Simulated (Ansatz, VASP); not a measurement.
SnO in VASP and in Ansatz

```
CELL_PARAMETERS angstrom
3.35500 0.00000 0.00000
0.00000 5.67410 0.00000
0.00000 0.00000 4.22197
ATOMIC_POSITIONS crystal
Sn 0.09484 0.28799 0.61973
Sn 0.50000 0.76809 0.01314
O 0.00000 0.89125 0.73686
O 0.50000 0.10875 0.23686
```

Alike in both runs: task single point; functional LDA; k mesh 8 × 6 × 6; occupations gaussian, width 0.05 eV; no spin polarisation.

|  | VASP | Ansatz |
| --- | --- | --- |
| version | VASP 6.6.1 | Ansatz 0.2.0 |
| potentials or method | VASP PAW LDA potentials, release 64 (Sn_d, O), cutoff 520 eV | scalar-relativistic, plane waves, PAW |
| valence electrons in the cell | 40 | 40 |

|  | VASP | Ansatz | Ansatz less VASP |
| --- | --- | --- | --- |
| gap on the k mesh at the Fermi level (eV) | 0.52 | 0.52 | +0.010 |
| least direct gap on the mesh (eV) | 0.81 | 0.81 | +0.005 |
| pressure (GPa) | -12.3 | -12.4 | -0.15 |
| traceless stress, the component that is largest in VASP (GPa) | 3.94 | 3.97 | +0.026 |
| rms of the force components (eV/Å) | 1.191 | 1.211 | +0.0202 |

LDA's correlation is that of Perdew and Zunger in VASP and of Perdew and Wang (1992) in Ansatz. Atom by atom the forces differ by 0.030 eV/Å (rms over components).
